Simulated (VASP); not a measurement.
Wanted: the native input for a VASP 6.6.1 run.

| Item | Value |
| --- | --- |
| Task | single point |
| Functional | LDA |
| Potentials or basis | VASP PAW LDA potentials, release 64 (Sb) |
| Cutoff | 520 eV |
| k mesh | 10 × 10 × 10 |
| Occupations | fermi-dirac, width 0.1 eV |
| Spin | no spin polarisation |
| Dipole correction | no |
| k mesh for the DOS | 15 × 15 × 15 |
| Occupations for the DOS | tetrahedron |
| Further INCAR settings | ALGO = Normal; EDIFF = 1e-07 |

Sb:

```xyz
2
Lattice="0.0000 2.8731 2.8731 2.8731 0.0000 2.8731 2.8731 2.8731 0.0000" Properties=species:S:1:pos:R:3 pbc="T T T"
Sb   -0.7183   -0.7183   -0.7183
Sb    0.7183    0.7183    0.7183
```

This isn't the form of Sb at room conditions, which is rhombohedral.

The input as run:

POSCAR

```
Sb
1.0
    0.0000000000      2.8731059372      2.8731059372
    2.8731059372      0.0000000000      2.8731059372
    2.8731059372      2.8731059372      0.0000000000
Sb
2
Direct
   -0.1250000000     -0.1250000000     -0.1250000000
    0.1250000000      0.1250000000      0.1250000000
```

INCAR.step1

```
SYSTEM = Sb
ALGO     = Normal         ! electronic algorithm
EDIFF    = 1E-7           ! SCF threshold, eV
ENCUT    = 520            ! plane-wave cutoff, eV
ISIF     = 2              ! what is computed and relaxed
ISMEAR   = -1             ! smearing method
LASPH    = .True.         ! aspherical terms in the spheres
LCHARG   = .True.         ! write CHGCAR
LREAL    = .False.        ! projectors in reciprocal space
LWAVE    = .False.        ! write WAVECAR
NBANDS   = 12             ! bands
NELM     = 100            ! most SCF steps
PREC     = Accurate       ! precision mode
SIGMA    = 0.1            ! smearing width, eV
```

KPOINTS.step1

```
k-points
0
Gamma
  10 10 10
  0 0 0
```

INCAR.step2

```
SYSTEM = Sb
ALGO     = Normal         ! electronic algorithm
EDIFF    = 1E-7           ! SCF threshold, eV
ENCUT    = 520            ! plane-wave cutoff, eV
ICHARG   = 11             ! starting density
ISIF     = 2              ! what is computed and relaxed
ISMEAR   = -5             ! smearing method
LASPH    = .True.         ! aspherical terms in the spheres
LCHARG   = .False.        ! write CHGCAR
LORBIT   = 11             ! projections on sites
LREAL    = .False.        ! projectors in reciprocal space
LWAVE    = .False.        ! write WAVECAR
NEDOS    = 1001           ! points of the DOS
NELM     = 100            ! most SCF steps
PREC     = Accurate       ! precision mode
SIGMA    = 0.1            ! smearing width, eV
```

KPOINTS.step2

```
k-points
0
Gamma
  15 15 15
  0 0 0
```

Potentials or basis: VASP PAW LDA potentials, release 64 (Sb).

Run with:

```bash
$ cat potpaw_LDA.64/Sb/POTCAR > POTCAR
$ cp INCAR.step1 INCAR
$ cp KPOINTS.step1 KPOINTS
$ mpirun -np 1 vasp_std > vasp.out
$ cp INCAR.step2 INCAR
$ cp KPOINTS.step2 KPOINTS
$ mpirun -np 1 vasp_std > vasp.out
```

It gave:

| Quantity | Value |
| --- | --- |
| Valence electrons inside the program's atomic spheres | Sb 2.81 |

Run time: 80 s on 1 thread of Intel Xeon 8259CL (shared host), peak memory 0.17 GiB.
